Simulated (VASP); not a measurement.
# CoPtO2 (R-3m) in VASP: further runs, part 2 of 2

VASP 6.6.1. Earlier steps stand in the parts before.

### 4 Single point, PBE (strain -0.030 along x and y, +0.015 along z)

File INCAR:

```
PREC = Accurate
ENCUT = 520
EDIFF = 1E-6
ISMEAR = 0
SIGMA = 0.15
LREAL = False
LASPH = True
NELM = 60
ALGO = Fast
ISIF = 2
LWAVE = False
LCHARG = False
GGA = PE
NBANDS = 24
```

File KPOINTS:

```
regular mesh
0
Gamma
  18 18 18
```

File POSCAR:

```
CoPtO2
1.0
    1.3845731292      0.7993836689      6.0505009305
   -1.3845731292      0.7993836689      6.0505009305
    0.0000000000     -1.5987673378      6.0505009305
Co Pt O
1 1 2
Direct
    0.5000000000      0.5000000000      0.5000000000
    0.0000000000      0.0000000000      0.0000000000
    0.8876528272      0.8876528272      0.8876528272
    0.1123471728      0.1123471728      0.1123471728
```

Potentials or basis: VASP PAW PBE potentials, release 64 (Co, Pt, O).

Command:

```console
$ cat potpaw_PBE.64/Co/POTCAR potpaw_PBE.64/Pt/POTCAR potpaw_PBE.64/O/POTCAR > POTCAR
$ mpirun -np 1 vasp_std > vasp.out
```

OUTCAR:

```text
PREC = Accurate
   ENCUT = 520
   EDIFF = 1E-6
   ISMEAR = 0
   LREAL = False
   LASPH = True
   NELM = 60
   ISIF = 2
   GGA = PE

 ion  position               nearest neighbor table
   1  0.500  0.500  0.500-   4 1.88   4 1.88   3 1.88   3 1.88   4 1.88   3 1.88
   2  0.000  0.000  0.000-   3 2.04   4 2.04
   3  0.888  0.888  0.888-   1 1.88   1 1.88   1 1.88   2 2.04
   4  0.112  0.112  0.112-   1 1.88   1 1.88   1 1.88   2 2.04

  LATTYP: Found a trigonal (rhomboedric) cell.
 ALAT       =     6.2581641485
 COS(alpha) =     0.9021033360

  Lattice vectors:

 A1 = (   1.3845731292,   0.7993836689,   6.0505009305)
 A2 = (  -1.3845731292,   0.7993836689,   6.0505009305)
 A3 = (   0.0000000000,  -1.5987673378,   6.0505009305)

Analysis of symmetry for initial positions (statically):
=====================================================================
 Subroutine PRICEL returns:
 Original cell was already a primitive cell.

 Routine SETGRP: Setting up the symmetry group for a
 trigonal (rhombohedral) supercell.

[... 168 lines left out ...]

  energy without entropy =      -26.32725565  energy(sigma->0) =      -26.33265862

 E-fermi :   9.1220     XC(G=0): -12.8157

 val. band max:        9.1129840638   @ k =   0.4444   0.4444   0.0000
 cond. band min:       9.1228771248   @ k =   0.5000   0.5000   0.0556
 fundamental gap:      0.0098930610
 Fermi energy:         9.1220176886

 k-point     1 :       0.0000    0.0000    0.0000
  band No.  band energies     occupation
      1     -12.7081      2.00000
      2     -10.8230      2.00000
      3      -0.7376      2.00000
      4       1.7243      2.00000
      5       2.5118      2.00000
      6       2.5118      2.00000
[... 637 lines left out ...]
     23      23.2801      0.00000
     24      23.3179      0.00000

 [... further k-points ...]

------------------------ aborting loop because EDIFF is reached ----------------------------------------

  FORCE on cell =-STRESS in cart. coord.  units (eV):
  Direction    XX          YY          ZZ          XY          YZ          ZX
  --------------------------------------------------------------------------------------
  -------------------------------------------------------------------------------------
  Total        3.9668729      3.9668729     -0.0188852     -0.0000000     -0.0000000      0.0000000
  in kB      158.1776476    158.1776476     -0.7530406     -0.0000000     -0.0000000      0.0000000
  external PRESSURE =     105.2007515 kB  Pullay stress =       0.0000000 kB

 VOLUME and BASIS-vectors are now :
 -----------------------------------------------------------------------------
  energy-cutoff  :      520.00
  volume of cell :       40.18
      direct lattice vectors                 reciprocal lattice vectors
     1.384573129  0.799383669  6.050500931     0.361122132  0.208493960  0.055091857
    -1.384573129  0.799383669  6.050500931    -0.361122132  0.208493960  0.055091857
     0.000000000 -1.598767338  6.050500931     0.000000000 -0.416987920  0.055091857

 POSITION                                       TOTAL-FORCE (eV/Angst)
 -----------------------------------------------------------------------------------
      0.00000      0.00000      9.07575         0.000000      0.000000      0.000000
      0.00000      0.00000      0.00000         0.000000     -0.000000     -0.000000
      0.00000      0.00000     16.11223         0.000000     -0.000000      0.635372
      0.00000      0.00000      2.03927         0.000000     -0.000000     -0.635372
 -----------------------------------------------------------------------------------
    total drift:                               -0.000000     -0.000000      0.000000

  FREE ENERGIE OF THE ION-ELECTRON SYSTEM (eV)
  ---------------------------------------------------
  free  energy   TOTEN  =       -26.3380615900 eV

  energy  without entropy=      -26.3272556503  energy(sigma->0) =      -26.33265862
```

OSZICAR:

```text
N       E                     dE             d eps       ncg     rms          rms(c)
DAV:   1     0.237348893074E+03    0.23735E+03   -0.15139E+04 28264   0.143E+03
DAV:   2    -0.137949286141E+02   -0.25114E+03   -0.22572E+03 30304   0.345E+02
DAV:   3    -0.310177517272E+02   -0.17223E+02   -0.16771E+02 34056   0.101E+02
DAV:   4    -0.312656029567E+02   -0.24785E+00   -0.24769E+00 32224   0.123E+01
DAV:   5    -0.312713445631E+02   -0.57416E-02   -0.57413E-02 35720   0.189E+00    0.277E+01
RMM:   6    -0.325690042015E+02   -0.12977E+01   -0.27602E+01 31196   0.493E+01    0.384E+01
RMM:   7    -0.271854355496E+02    0.53836E+01   -0.63787E+00 32441   0.207E+01    0.157E+01
RMM:   8    -0.263731880818E+02    0.81225E+00   -0.31666E-01 29849   0.465E+00    0.513E+00
RMM:   9    -0.263538356892E+02    0.19352E-01   -0.12585E-01 31504   0.303E+00    0.270E+00
RMM:  10    -0.263381374298E+02    0.15698E-01   -0.32319E-02 33416   0.176E+00    0.637E-01
RMM:  11    -0.263385059429E+02   -0.36851E-03   -0.54584E-03 34148   0.756E-01    0.468E-01
RMM:  12    -0.263381294744E+02    0.37647E-03   -0.20513E-03 34286   0.370E-01    0.257E-01
RMM:  13    -0.263380548051E+02    0.74669E-04   -0.54041E-04 34705   0.199E-01    0.577E-02
RMM:  14    -0.263380561155E+02   -0.13104E-05   -0.19589E-04 38430   0.952E-02    0.274E-02
RMM:  15    -0.263380606164E+02   -0.45009E-05   -0.43988E-05 37837   0.368E-02    0.320E-02
RMM:  16    -0.263380621241E+02   -0.15077E-05   -0.73197E-06 30155   0.192E-02    0.186E-02
RMM:  17    -0.263380615900E+02    0.53405E-06   -0.27382E-06 23937   0.127E-02
   1 F= -.26338062E+02 E0= -.26332659E+02  d E =-.108059E-01
```

stdout:

```text
POSCAR found type information on POSCAR CoPtO
 POSCAR found :  3 types and       4 ions
 scaLAPACK will be used
 LDA part: xc-table for (Slater+PW92), standard interpolation
 POSCAR, INCAR and KPOINTS ok, starting setup
 FFT: planning ... GRIDC
 FFT: planning ... GRID_SOFT
 FFT: planning ... GRID
 WAVECAR not read
 entering main loop
WARNING in EDDRMM: call to ZHEGV failed, returncode =   8  4     23
```

Run time: 52 min. Hardware: 1 thread of AMD EPYC 9755, shared host; peak memory 0.76 GiB.

Results:

```
Free energy            : -26.3381 eV
Pressure               : 10.5 GPa
Largest force          : 0.635 eV/Å
Band gap on the k mesh : zero (an odd number of electrons rules out a gap without spin polarisation)
```

Forces on the atoms (eV/Å):
```
Co   0.000  0.000  0.000
Pt   0.000  0.000  0.000
O    0.000  0.000  0.635
O    0.000  0.000 -0.635
```

Stress tensor (GPa, compression positive):
```
15.82  0.00  0.00
 0.00 15.82  0.00
 0.00  0.00 -0.08
```

Caveat: the cell differs from its parent crystal (strain -0.030 along x and y, +0.015 along z); the stress differs along the axes, from -0 to 16 GPa; spin-orbit coupling is left out, which moves the levels of the heavy elements; an odd number of electrons without spin polarisation forces a metal; a magnetic or distorted state may lie lower; the run has no spin polarisation, though such a crystal can be magnetic; semilocal functionals often make such compounds metallic where correlation or magnetic order opens a gap, which also shifts bond lengths.

### 5 Single point, PBE (strain -0.030 along x and y, +0.030 along z)

File INCAR:

```
PREC = Accurate
ENCUT = 520
EDIFF = 1E-6
ISMEAR = 0
SIGMA = 0.15
LREAL = F
LASPH = T
NELM = 80
ALGO = Fast
ISIF = 2
LWAVE = F
LCHARG = T
GGA = PE
LELF = T
LVHAR = T
NBANDS = 24
```

File KPOINTS:

```
Automatic mesh
0
Gamma
  18 18 18
```

File POSCAR:

```
CoPtO2
1.0
    1.3845731292      0.7993836689      6.1399172004
   -1.3845731292      0.7993836689      6.1399172004
    0.0000000000     -1.5987673378      6.1399172004
Co Pt O
1 1 2
Direct
    0.5000000000      0.5000000000      0.5000000000
    0.0000000000      0.0000000000      0.0000000000
    0.8876528272      0.8876528272      0.8876528272
    0.1123471728      0.1123471728      0.1123471728
```

Command:

```console
$ cat potpaw_PBE.64/Co/POTCAR potpaw_PBE.64/Pt/POTCAR potpaw_PBE.64/O/POTCAR > POTCAR
$ mpirun -np 1 vasp_std > vasp.out
```

It took 65 min on 1 thread of AMD EPYC 9755, shared host; peak memory 0.78 GiB.

It converged, with:

```yaml
Free_energy: -26.3238 eV
Pressure: 6.5 GPa
Largest_force: 0.648 eV/Å
Band_gap_on_the_k_mesh: zero (an odd number of electrons rules out a gap without spin polarisation)
```

Forces in eV/Å, atoms in the order of the input:
```
Co   0.000  0.000  0.000
Pt   0.000  0.000  0.000
O    0.000  0.000  0.648
O    0.000  0.000 -0.648
```

Stress tensor (GPa, compression positive):
```
13.62  0.00  0.00
 0.00 13.62  0.00
 0.00  0.00 -7.77
```

Levels at points of the mesh, in eV from the Fermi level:
| k point | band 12 | band 13 | band 14 | band 15 | band 16 | band 17 | band 18 | band 19 | band 20 | band 21 |
| --- | --- | --- | --- | --- | --- | --- | --- | --- | --- | --- |
| (0.00, 0.00, 0.00) | -2.00 | -2.00 | -1.84 | -1.54 | -1.54 | 1.75 | 1.75 | 2.08 | 5.56 | 8.86 |
| (0.50, 0.00, 0.00) | -1.55 | -1.26 | -0.99 | 0.21 | 0.97 | 1.11 | 1.34 | 2.40 | 7.11 | 10.20 |
| (0.50, 0.50, 0.00) | -2.04 | -1.26 | -1.01 | 0.01 | 0.21 | 1.66 | 2.18 | 2.39 | 7.65 | 9.12 |
| (0.50, 0.50, 0.50) | -1.97 | -1.97 | -1.05 | -0.85 | -0.85 | 1.43 | 1.43 | 3.05 | 4.45 | 9.00 |

Caveat: the cell differs from its parent crystal (strain -0.030 along x and y, +0.030 along z); the stress differs along the axes, from -8 to 14 GPa; spin-orbit coupling is left out, which moves the levels of the heavy elements; an odd number of electrons without spin polarisation forces a metal; a magnetic or distorted state may lie lower; the run has no spin polarisation, though such a crystal can be magnetic; semilocal functionals often make such compounds metallic where correlation or magnetic order opens a gap, which also shifts bond lengths. Spin polarisation is off, so any magnetic state and its effect on volume and gap are missing.

### 6 Overview

| cell | gap on the mesh (eV) | pressure (GPa) | largest force (eV/Å) |
| --- | --- | --- | --- |
| a = 6.172 Å, angles 25.9°, 4 atoms | none | 15.7 | 0.56 |
| a = 6.006 Å, angles 27.1°, 4 atoms | none | 18.4 | 0.21 |
| a = 6.258 Å, angles 25.6°, 4 atoms | none | 10.5 | 0.64 |
| a = 6.345 Å, angles 25.2°, 4 atoms | none | 6.5 | 0.65 |

Alike in all rows: task single point; level PBE; potentials or basis VASP PAW PBE potentials, release 64 (Co, Pt, O); no spin polarisation; k mesh 18 × 18 × 18; cutoff (eV) 520; smearing gaussian 0.15 eV.

Caveats: spin-orbit coupling is left out, which moves the levels of the heavy elements; an odd number of electrons without spin polarisation forces a metal; a magnetic or distorted state may lie lower; the run has no spin polarisation, though such a crystal can be magnetic; semilocal functionals often make such compounds metallic where correlation or magnetic order opens a gap, which also shifts bond lengths; the stress differs along the axes, from 10 to 19 GPa (at least some runs); the stress differs along the axes, from 13 to 29 GPa (at least some runs).

Absolute energies hang on the potentials; compare differences alone.

The gap in the log of VASP goes by the Fermi energy; the results here count the filled bands.